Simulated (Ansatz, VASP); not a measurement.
## Two plane-wave programs on NaS7

```
CELL_PARAMETERS angstrom
0.00000 4.04640 4.04640
4.04640 0.00000 4.04640
4.04640 4.04640 0.00000
ATOMIC_POSITIONS crystal
Na 0.00000 0.00000 0.00000
S 0.50000 0.50000 0.50000
S 0.50000 0.00000 0.00000
S 0.50000 0.00000 0.50000
S 0.00000 0.50000 0.50000
S 0.00000 0.50000 0.00000
S 0.50000 0.50000 0.00000
S 0.00000 0.00000 0.50000
```

Change from the starting cell: species swapped into the CuPt7 type (Fm-3m, No. 225).

Alike in both runs: functional PBE; k mesh 4 × 4 × 4; occupations gaussian, width 0.1 eV; no spin polarisation.

Ansatz relaxed the structure, and its values are those at the end. VASP's run is a single point on that final structure, the one shown.

```csv
,VASP,Ansatz
version,VASP 6.6.1,Ansatz 0.2.0
potentials or method,"VASP PAW PBE potentials, release 64 (Na_pv, S), cutoff 520 eV","scalar-relativistic, plane waves, PAW"
valence electrons in the cell,49,51
```

```csv
,VASP,Ansatz,Ansatz less VASP
gap on the k mesh at the Fermi level (eV),none,none,-
pressure (GPa),-0.1,0.0,+0.09
```

A gap of «none» marks a metal or a gap that the smearing closes. VASP's potentials hold 49 valence electrons a cell and Ansatz's 51, so a difference there can come from the potentials and not from the codes.
